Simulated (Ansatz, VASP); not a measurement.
# TiSe in VASP and in Ansatz

File INCAR:

```
SYSTEM = TiSe
ALGO = Normal
EDIFF = 1E-7
ENCUT = 520
GGA = PS
ISIF = 2
ISMEAR = 0
ISPIN = 2
LASPH = .TRUE.
LCHARG = .FALSE.
LMAXMIX = 4
LORBIT = 11
LREAL = .FALSE.
LWAVE = .FALSE.
MAGMOM = 0.79 0
NBANDS = 20
NELM = 150
PREC = Accurate
SIGMA = 0.05
```

The input KPOINTS:

```
k-points
0
G
  10 10 10
  0 0 0
```

Contents of POSCAR:

```
TiSe
1.0
    0.0000000000      2.8314452548      2.8314452548
    2.8314452548      0.0000000000      2.8314452548
    2.8314452548      2.8314452548      0.0000000000
Ti Se
1 1
Direct
    0.0000000000      0.0000000000      0.0000000000
    0.2500000000      0.2500000000      0.2500000000
```

Input for Ansatz:

```yaml
crystal:
  lattice:
    - [0.0, 2.8314452548, 2.8314452548]
    - [2.8314452548, 0.0, 2.8314452548]
    - [2.8314452548, 2.8314452548, 0.0]
  atoms:
    - { symbol: Ti, position: [0.0, 0.0, 0.0], spin: 0.79 }
    - { symbol: Se, position: [0.25, 0.25, 0.25] }
basis:
  ecutwfc: 420
  ecutrho_ratio: 4
kpoints:
  mp_grid: { grid: [10, 10, 10] }
hamiltonian:
  xc: pbesol
scf:
  occupations: { method: gaussian, width: 0.05 }
output:
  forces: true
  stress: true
  eigenvalues: true
  populations: true
magnetization:
  spin_polarized: true
```

Alike in both runs: task single point; functional PBEsol; k mesh 10 × 10 × 10; occupations gaussian, width 0.05 eV; collinear spin.

```csv
,VASP,Ansatz
version,VASP 6.6.1,Ansatz 0.2.0
potentials or method,"VASP PAW PBE potentials, release 64 (Ti_sv, Se), cutoff 520 eV","scalar-relativistic, plane waves, PAW"
valence electrons in the cell,18,28
```

|  | VASP | Ansatz | Ansatz less VASP |
| --- | --- | --- | --- |
| gap on the k mesh at the Fermi level (eV) | none | none | - |
| pressure (GPa) | 1.8 | 1.6 | -0.21 |
| net moment per atom (μB) | 0.46 | 0.46 | -0.001 |
| size of the moment on the site where the two differ most (μB) | 0.77 | 0.69 | -0.073 |

VASP's potentials were made for PBE, not for PBEsol. Site moments also hang on the region over which each program counts them. A gap of «none» marks a metal or a gap that the smearing closes. With one functional, cell and mesh, what is left measures potentials, basis and numerics. VASP's potentials hold 18 valence electrons a cell and Ansatz's 28, so a difference there can come from the potentials and not from the codes.
